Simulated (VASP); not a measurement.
Au:

```
Au
1.0
    -1.65727    1.65727    1.65727
     1.65727   -1.65727    1.65727
     1.65727    1.65727   -1.65727
Au
1
Direct
  0.00000 0.00000 0.00000
```

This isn't the form of Au at room conditions, which is fcc.

* Program: VASP 6.6.1
* Task: relaxation of cell and atoms
* Functional: HSE06
* Potentials or basis: VASP PAW PBE potentials, release 64 (Au)
* Cutoff: 600 eV
* k mesh: 6 × 6 × 6
* Occupations: fermi-dirac, width 0.05 eV
* Spin: no spin polarisation

At the start: pressure -3.9 GPa; volume 18.21 Å³/atom.

Task: Where does the relaxation end?

Result: Over 3 steps the energy falls by 6.5 meV/atom and the volume is 17.69 Å³/atom (-2.8 %); space group Im-3m (No. 229, to 0.1 Å) before and after.

The path:
```tsv
step	energy change (eV)	largest force (eV/Å)	pressure (GPa)	volume (Å³)
1	0.0000	0.0000	-3.89	18.21
2	0.0038	0.0000	5.58	17.07
3	-0.0065	0.0000	-0.03	17.69
```

Final structure:
```cif
data_structure
_symmetry_space_group_name_H-M 'P 1'
_symmetry_Int_Tables_number 1
_cell_length_a 2.8429
_cell_length_b 2.8429
_cell_length_c 2.8429
_cell_angle_alpha 109.471
_cell_angle_beta 109.471
_cell_angle_gamma 109.471
_cell_volume 17.69
loop_
_atom_site_label
_atom_site_type_symbol
_atom_site_fract_x
_atom_site_fract_y
_atom_site_fract_z
_atom_site_occupancy
Au1 Au 0.00000 0.00000 0.00000 1
```

Caveat: the k points lie up to 0.45 Å⁻¹ apart in the final cell, too coarse for converged energies and pressures of a metal; the PAW data sets were made with another functional, which shifts forces and pressure a little.
